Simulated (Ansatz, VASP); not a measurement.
# MgS: VASP beside Ansatz

```xyz
2
Lattice="0.0000 2.6407 2.6407 2.6407 0.0000 2.6407 2.6407 2.6407 0.0000" Properties=species:S:1:pos:R:3 pbc="T T T"
Mg    0.0000    0.0000    0.0000
S     2.6407    2.6407    2.6407
```

Change from the starting cell: strain +0.015 along x and y, +0.015 along z, atoms carried along.

Alike in both runs: task single point; functional PBEsol; k mesh 8 × 8 × 8; occupations gaussian, width 0.05 eV; no spin polarisation.

|  | VASP | Ansatz |
| --- | --- | --- |
| version | VASP 6.6.1 | Ansatz 0.2.0 |
| potentials or method | VASP PAW PBE potentials, release 64 (Mg, S), cutoff 520 eV | scalar-relativistic, plane waves, PAW |
| valence electrons in the cell | 8 | 16 |

```tsv
	VASP	Ansatz	Ansatz less VASP
gap on the k mesh at the Fermi level (eV)	2.61	2.61	+0.001
least direct gap on the mesh (eV)	3.26	3.26	+0.003
pressure (GPa)	-4.2	-4.0	+0.20
```

VASP's potentials were made for PBE, not for PBEsol. The functional is the same, so the differences come from potentials, cutoffs and numerics. VASP's potentials hold 8 valence electrons a cell and Ansatz's 16, so a difference there can come from the potentials and not from the codes.
